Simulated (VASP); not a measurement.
Here is a VASP 6.6.1 calculation.

File INCAR:

```
ALGO     = Normal         # electronic algorithm
EDIFF    = 1E-6           # SCF threshold, eV
ENCUT    = 520            # plane-wave cutoff, eV
GGA      = PS             # functional
ISIF     = 2              # what is computed and relaxed
ISMEAR   = 0              # smearing method
LASPH    = T              # aspherical terms in the spheres
LCHARG   = F              # write CHGCAR
LREAL    = F              # projectors in reciprocal space
LWAVE    = F              # write WAVECAR
NBANDS   = 16             # bands
NELM     = 80             # most SCF steps
PREC     = Accurate       # precision mode
SIGMA    = 0.15           # smearing width, eV
```

File KPOINTS:

```
k-points
0
Gamma
  18 18 18
```

The input POSCAR:

```
CoSi2
1.0
    0.0000000000      2.8041201718      2.3835021460
    2.8041201718      0.0000000000      2.3835021460
    2.8041201718      2.8041201718      0.0000000000
Co Si
1 2
Direct
    0.0000000000      0.0000000000      0.0000000000
    0.2500000000      0.2500000000      0.2500000000
    0.7500000000      0.7500000000      0.7500000000
```

Potentials or basis: VASP PAW PBE potentials, release 64 (Co, Si).

Run with:

```bash
$ cat potpaw_PBE.64/Co/POTCAR potpaw_PBE.64/Si/POTCAR > POTCAR
$ mpirun -np 1 vasp_std > vasp.out
```

Q: Estimate the pressure.

A: 2.5 GPa.

Q: What does it give for the band gap on the k mesh?

A: Zero (an odd number of electrons rules out a gap without spin polarisation).

Stress tensor (GPa, compression positive):
```
-6.37  0.00  0.00
 0.00 -6.37  0.00
 0.00  0.00 20.30
```

Caveat: the stress differs along the axes, from -6 to 20 GPa; the PAW data sets were made with another functional, which shifts forces and pressure a little; an odd number of electrons without spin polarisation forces a metal; a magnetic or distorted state may lie lower. Spin polarisation is off, so any magnetic state and its effect on volume and gap are missing.
